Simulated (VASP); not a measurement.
# Pd (Fm-3m) in VASP: a series of runs

Pd is run at these levels: r2SCAN; tasks: single point.

Everything below comes from runs of VASP 6.6.1. Logs are shortened: lines on timing, memory, paths and dates and some standing lists are left out, and cuts for length are marked.

### Step 1. The cell of the first run

The structure is cubic, space group Fm-3m (No. 225). Conventional cell: a = 3.879 Å, b = 3.879 Å, c = 3.879 Å, α = 90.00°, β = 90.00°, γ = 90.00°. Within 3.6 Å of Pd (site symmetry m-3m) lie 12 Pd at 2.74 Å.

### Step 2. Single point, r2SCAN

POSCAR reads:

```
Pd
1.0
    0.0000000000      1.9395000000      1.9395000000
    1.9395000000      0.0000000000      1.9395000000
    1.9395000000      1.9395000000      0.0000000000
Pd
1
Direct
    0.0000000000      0.0000000000      0.0000000000
```

INCAR.step1 reads:

```
SYSTEM = Pd
ALGO = Normal ; EDIFF = 1E-5
ENCUT = 550 ; GGA = PE
GGA_COMPAT = .FALSE. ; ISMEAR = -1
LASPH = .TRUE. ; LCHARG = .FALSE.
LREAL = .FALSE. ; LWAVE = .TRUE.
NBANDS = 11 ; NELM = 120
PREC = Accurate ; SIGMA = 0.1
```

INCAR.step2 reads:

```
SYSTEM = Pd
ALGO = Normal ; EDIFF = 1E-6
ENCUT = 550 ; GGA_COMPAT = .FALSE.
ISIF = 2 ; ISMEAR = -1
ISTART = 1 ; LASPH = .TRUE.
LCHARG = .FALSE. ; LMIXTAU = .TRUE.
LREAL = .FALSE. ; LWAVE = .FALSE.
METAGGA = R2SCAN ; NBANDS = 11
NELM = 120 ; PREC = Accurate
SIGMA = 0.1
```

KPOINTS reads:

```
k-points
0
G
  7 7 7
  0 0 0
```

Potentials or basis: VASP PAW PBE potentials, release 64 (Pd).

Command:

```bash
cat potpaw_PBE.64/Pd/POTCAR > POTCAR
cp INCAR.step1 INCAR
mpirun -np 1 vasp_std > vasp.out
cp INCAR.step2 INCAR
mpirun -np 1 vasp_std > vasp.out
```

OUTCAR:

```text
SYSTEM = Pd
   EDIFF = 1E-6
   ENCUT = 550
   ISIF = 2
   ISMEAR = -1
   ISTART = 1
   LASPH = .TRUE.
   LREAL = .FALSE.
   METAGGA = R2SCAN
   NELM = 120
   PREC = Accurate

 ion  position               nearest neighbor table
   1  0.000  0.000  0.000-

  LATTYP: Found a face centered cubic cell.
 ALAT       =     3.8790000000

  Lattice vectors:

 A1 = (   0.0000000000,   1.9395000000,   1.9395000000)
 A2 = (   1.9395000000,   0.0000000000,   1.9395000000)
 A3 = (   1.9395000000,   1.9395000000,   0.0000000000)

Analysis of symmetry for initial positions (statically):
=====================================================================
 Subroutine PRICEL returns:
 Original cell was already a primitive cell.

 Routine SETGRP: Setting up the symmetry group for a
 face centered cubic supercell.

 Subroutine GETGRP returns: Found 48 space group operations
 (whereof 48 operations were pure point group operations)
 out of a pool of 48 trial point group operations.

The static configuration has the point symmetry O_h .

Analysis of symmetry for dynamics (positions and initial velocities):
=====================================================================
 Subroutine PRICEL returns:
 Original cell was already a primitive cell.

 Routine SETGRP: Setting up the symmetry group for a
 face centered cubic supercell.

 Subroutine GETGRP returns: Found 48 space group operations
 (whereof 48 operations were pure point group operations)
 out of a pool of 48 trial point group operations.

The dynamic configuration has the point symmetry O_h .

 Subroutine INISYM returns: Found 48 space group operations
 (whereof 48 operations are pure point group operations),
 and found     1 'primitive' translations

----------------------------------------------------------------------------------------

                                     Primitive cell

  volume of cell :      14.5915

  direct lattice vectors                    reciprocal lattice vectors
     0.000000000  1.939500000  1.939500000    -0.257798402  0.257798402  0.257798402
     1.939500000  0.000000000  1.939500000     0.257798402 -0.257798402  0.257798402
     1.939500000  1.939500000  0.000000000     0.257798402  0.257798402 -0.257798402

  length of vectors
     2.742867204  2.742867204  2.742867204     0.446519930  0.446519930  0.446519930

  position of ions in fractional coordinates (direct lattice)
     0.000000000  0.000000000  0.000000000

  ion indices of the primitive-cell ions
   primitive index   ion index
                 1           1

----------------------------------------------------------------------------------------

 KPOINTS: k-points

Automatic generation of k-mesh.
 Grid dimensions read from file:
 generate k-points for:    7    7    7

 Generating k-lattice:

  Cartesian coordinates                     Fractional coordinates (reciprocal lattice)
    -0.036828343  0.036828343  0.036828343     0.142857143  0.000000000  0.000000000
     0.036828343 -0.036828343  0.036828343     0.000000000  0.142857143  0.000000000
     0.036828343  0.036828343 -0.036828343     0.000000000  0.000000000  0.142857143

  Length of vectors
     0.063788561  0.063788561  0.063788561

  Shift w.r.t. Gamma in fractional coordinates (k-lattice)
     0.000000000  0.000000000  0.000000000

 Subroutine IBZKPT returns following result:
 ===========================================

 Found     20 irreducible k-points:

 Following reciprocal coordinates:
            Coordinates               Weight
  0.000000  0.000000  0.000000      1.000000
  0.142857  0.000000  0.000000      8.000000
  0.285714  0.000000  0.000000      8.000000
  0.428571  0.000000  0.000000      8.000000
  0.142857  0.142857  0.000000      6.000000
  0.285714  0.142857  0.000000     24.000000
[... 12 lines left out ...]
 -0.428571  0.428571  0.142857     24.000000
 -0.285714  0.428571  0.142857     24.000000
   k-points           NKPTS =     20   k-points in BZ     NKDIM =     20   number of bands    NBANDS=     11
   number of dos      NEDOS =    301   number of ions     NIONS =      1
   total plane-waves  NPLWV =  13824
   dimension x,y,z NGX =    24 NGY =   24 NGZ =   24
   dimension x,y,z NGXF=    48 NGYF=   48 NGZF=   48
   ions per type =               1
   NGX,Y,Z   is equivalent  to a cutoff of  14.55, 14.55, 14.55 a.u.
   NGXF,Y,Z  is equivalent  to a cutoff of  29.09, 29.09, 29.09 a.u.
 SYSTEM =  Pd
   PREC   = accura    normal or accurate (medium, high low for compatibility)
   ISTART =      1    job   : 0-new  1-cont  2-samecut
   ICHARG =      0    charge: 1-file 2-atom 10-const
   ISPIN  =      1    spin polarized calculation?
   LNONCOLLINEAR =      F non collinear calculations
   LSORBIT =      F    spin-orbit coupling
   LASPH  =      T    aspherical Exc in radial PAW
   ENCUT  =  550.0 eV  40.42 Ry    6.36 a.u.   5.24  5.24  5.24*2*pi/ulx,y,z
   NELM   =    120;   NELMIN=  2; NELMDL=  0     # of ELM steps
   EDIFF  = 0.1E-05   stopping-criterion for ELM
   LREAL  =      F    real-space projection
   EDIFFG = 0.1E-04   stopping-criterion for IOM
   NSW    =      0    number of steps for IOM
   IBRION =     -1    ionic relax: 0-MD 1-quasi-New 2-CG
   NFREE  =      0    steps in history (QN), initial steepest desc. (CG)
   ISIF   =      2    stress and relaxation
   ISYM   =      2    0-nonsym 1-usesym 2-fastsym
   POTIM  = 0.5000    time-step for ionic-motion
   TEBEG  =    0.0;   TEEND  =   0.0 temperature during run
   PSTRESS=    0.0 pullay stress
   NELECT =      10.0000    total number of electrons
   NUPDOWN=      -1.0000    fix difference up-down
   EMIN   =  10.00;   EMAX   =-10.00  energy-range for DOS
   EFERMI =   0.00;   METHOD = LEGACY
   ISMEAR =    -1;   SIGMA  =   0.10  broadening in eV -4-tet -1-fermi 0-gaus
   EFERMI_NEDOS =   21; number of points for ismear=-14 and -15
   IALGO  =     38    algorithm
   IMIX   =      4    mixing-type and parameters
     AMIX     =   0.40;   BMIX     =  1.00
     AMIX_MAG =   1.60;   BMIX_MAG =  1.00
  volume/ion in A,a.u.               =      14.59        98.47
  Fermi-wavevector in a.u.,A,eV,Ry     =   1.443361  2.727557 28.344905  2.083292
  Thomas-Fermi vector in A             =   2.561778
   LORBIT       =      0    0 simple, 1 ext, 2 COOP (PROOUT), +10 PAW based schemes
   METAGGA = R2SCAN    functional components
   LHFCALC =     F    Hartree Fock is set to
   AEXX    =    0.0000 exact exchange contribution
   IVDW    =     0    specifies the selected vdW correction
   LEPSILON=     F    determine dielectric tensor
   LRPA    =     F    only Hartree local field effects (RPA)
 non-spin polarized calculation
  energy-cutoff  :      550.00
  volume of cell :       14.59
 maximum number of plane-waves:       436
 NGX is ok and might be reduce to    24
   NGX = 11   NGY = 11   NGZ = 11

 number of electron      10.0000000 magnetization

 Free energy of the ion-electron system (eV)
  ---------------------------------------------------
  ext. energy  EPLUGINS =         0.00000000
  ---------------------------------------------------
  free energy    TOTEN  =       -22.99086940 eV

  energy without entropy =      -22.92763204  energy(sigma->0) =      -22.95925072

 E-fermi :   9.8895     XC(G=0): -14.1924

 val. band max:        9.8365778806   @ k =   0.4286   0.2857   0.0000
 cond. band min:       9.9025837990   @ k =  -0.2857   0.4286   0.1429
 fundamental gap:      0.0660059184
 Fermi energy:         9.8895423407

 k-point     1 :       0.0000    0.0000    0.0000
  band No.  band energies     occupation
      1       2.5282      2.00000
      2       6.8607      2.00000
      3       6.8607      2.00000
      4       6.8607      2.00000
      5       8.5053      2.00000
      6       8.5053      2.00000
      7      27.8272      0.00000
      8      32.3535      0.00000
      9      32.8752      0.00000
     10      32.8752      0.00000
     11      32.8752      0.00000

 k-point     2 :       0.1429    0.0000    0.0000
  band No.  band energies     occupation
      1       3.2603      2.00000
      2       6.6520      2.00000
      3       7.0812      2.00000
      4       7.0812      2.00000
      5       8.4327      2.00000
      6       8.4327      2.00000
      7      28.2692      0.00000
      8      29.6104      0.00000
      9      32.3730      0.00000
     10      33.6980      0.00000
     11      33.6980      0.00000

 k-point     3 :       0.2857    0.0000    0.0000
  band No.  band energies     occupation
      1       4.3991      2.00000
      2       7.1003      2.00000
      3       7.1003      2.00000
      4       7.3022      2.00000
      5       8.8744      1.99992
      6       8.8744      1.99992
      7      23.7823      0.00000
      8      28.6715      0.00000
      9      32.3642      0.00000
     10      34.4880      0.00000
     11      34.4880      0.00000

 k-point     4 :       0.4286    0.0000    0.0000
  band No.  band energies     occupation
      1       4.3447      2.00000
      2       6.8295      2.00000
      3       6.8295      2.00000
      4       9.6667      1.80558
      5       9.6667      1.80558
      6      10.2342      0.06172
      7      18.7147      0.00000
      8      27.4185      0.00000
      9      32.3658      0.00000
     10      32.4128      0.00000
     11      32.4128      0.00000

 k-point     5 :       0.1429    0.1429    0.0000
  band No.  band energies     occupation
      1       3.5077      2.00000
      2       6.3344      2.00000
      3       7.3270      2.00000
      4       7.3270      2.00000
      5       8.0049      2.00000
      6       8.7221      1.99998
      7      28.8774      0.00000
      8      30.6966      0.00000
      9      31.8575      0.00000
     10      31.8575      0.00000
     11      32.3717      0.00000
[... 155 lines left out ...]
 k-point    17 :       0.4286    0.2857    0.1429
  band No.  band energies     occupation
      1       5.5535      2.00000
      2       5.6799      2.00000
      3       6.7356      2.00000
      4       8.5545      2.00000
      5       8.5702      2.00000
      6      11.0630      0.00002
      7      24.6479      0.00000
      8      25.2844      0.00000
      9      28.8391      0.00000
     10      32.3774      0.00000
     11      33.5394      0.00000

 k-point    18 :      -0.4286    0.2857    0.1429
  band No.  band energies     occupation
      1       5.4784      2.00000
      2       5.9547      2.00000
      3       6.8278      2.00000
      4       8.0982      2.00000
      5       9.5403      1.94097
      6      14.3371      0.00000
      7      19.4857      0.00000
      8      25.0306      0.00000
      9      26.5776      0.00000
     10      32.3837      0.00000
     11      33.0365      0.00000

 k-point    19 :      -0.4286    0.4286    0.1429
  band No.  band energies     occupation
      1       4.9162      2.00000
      2       5.1501      2.00000
      3       7.7662      2.00000
      4       9.0811      1.99938
      5       9.9115      0.89077
      6      14.8831      0.00000
      7      22.2720      0.00000
      8      22.4877      0.00000
      9      23.2975      0.00000
     10      32.3510      0.00000
     11      33.9644      0.00000

 k-point    20 :      -0.2857    0.4286    0.1429
  band No.  band energies     occupation
      1       5.3000      2.00000
      2       5.8816      2.00000
      3       6.8128      2.00000
      4       8.4632      2.00000
      5       9.9026      0.93488
      6      18.0722      0.00000
      7      18.7414      0.00000
      8      21.3512      0.00000
      9      24.2850      0.00000
     10      32.3830      0.00000
     11      34.2637      0.00000

------------------------ aborting loop because EDIFF is reached ----------------------------------------

  FORCE on cell =-STRESS in cart. coord.  units (eV):
  Direction    XX          YY          ZZ          XY          YZ          ZX
  --------------------------------------------------------------------------------------
  -------------------------------------------------------------------------------------
  Total        0.5507329      0.5507329      0.5507329     -0.0000000     -0.0000000     -0.0000000
  in kB       60.4717136     60.4717136     60.4717136     -0.0000000     -0.0000000     -0.0000000
  external PRESSURE =      60.4717136 kB  Pullay stress =       0.0000000 kB

 VOLUME and BASIS-vectors are now :
 -----------------------------------------------------------------------------
  energy-cutoff  :      550.00
  volume of cell :       14.59
      direct lattice vectors                 reciprocal lattice vectors
     0.000000000  1.939500000  1.939500000    -0.257798402  0.257798402  0.257798402
     1.939500000  0.000000000  1.939500000     0.257798402 -0.257798402  0.257798402
     1.939500000  1.939500000  0.000000000     0.257798402  0.257798402 -0.257798402

 POSITION                                       TOTAL-FORCE (eV/Angst)
 -----------------------------------------------------------------------------------
      0.00000      0.00000      0.00000         0.000000     -0.000000      0.000000
 -----------------------------------------------------------------------------------
    total drift:                                0.000000      0.000000     -0.000000

  FREE ENERGIE OF THE ION-ELECTRON SYSTEM (eV)
  ---------------------------------------------------
  free  energy   TOTEN  =       -22.9908693997 eV

  energy  without entropy=      -22.9276320413  energy(sigma->0) =      -22.95925072
```

It took 44 s on 1 thread of Intel Xeon 8259CL, shared host; peak memory 0.14 GiB.

What came out:

* Free energy: -22.9909 eV
* Pressure: 6.0 GPa
* Band gap on the k mesh: zero (band 5 reaches 9.99 eV, above the bottom of band 6 at 8.43 eV)

Caveat: the k points lie up to 0.40 Å⁻¹ apart; the PAW data sets were made with another functional, which shifts forces and pressure a little.

### Step 3. Single point, r2SCAN

POSCAR is that of step 2.

INCAR.step1 reads:

```
PREC = Accurate
ENCUT = 550
ISMEAR = -1
SIGMA = 0.1
LREAL = False
LASPH = True
NELM = 120
NBANDS = 11
GGA = PE
ALGO = Normal
EDIFF = 1E-5
LWAVE = True
LCHARG = False
GGA_COMPAT = False
```

INCAR.step2 reads:

```
PREC = Accurate
ENCUT = 550
EDIFF = 1E-6
ISMEAR = -1
SIGMA = 0.1
LREAL = False
LASPH = True
NELM = 120
ALGO = Normal
ISIF = 2
LWAVE = False
LCHARG = False
METAGGA = R2SCAN
LMIXTAU = True
NBANDS = 11
ISTART = 1
GGA_COMPAT = False
```

KPOINTS reads:

```
regular mesh
0
Gamma
  13 13 13
```

Potentials or basis: VASP PAW PBE potentials, release 64 (Pd).

Command:

```bash
cat potpaw_PBE.64/Pd/POTCAR > POTCAR
cp INCAR.step1 INCAR
mpirun -np 1 vasp_std > vasp.out
cp INCAR.step2 INCAR
mpirun -np 1 vasp_std > vasp.out
```

Run time: 83 s. Hardware: 1 thread of Intel Xeon 8259CL, shared host; peak memory 0.15 GiB.

It converged, with:

| Item | Value |
| --- | --- |
| Free energy | -22.9754 eV |
| Pressure | 5.5 GPa |
| Band gap on the k mesh | zero (band 5 reaches 10.07 eV, above the bottom of band 6 at 8.41 eV) |

Levels at points of the mesh, in eV from the Fermi level:
```
           k point  band 2  band 3  band 4  band 5  band 6  band 7  band 8  band 9
(0.00, 0.00, 0.00)   -3.02   -3.02   -3.02   -1.37   -1.37   17.98   22.39   23.03
```

Caveat: the PAW data sets were made with another functional, which shifts forces and pressure a little.
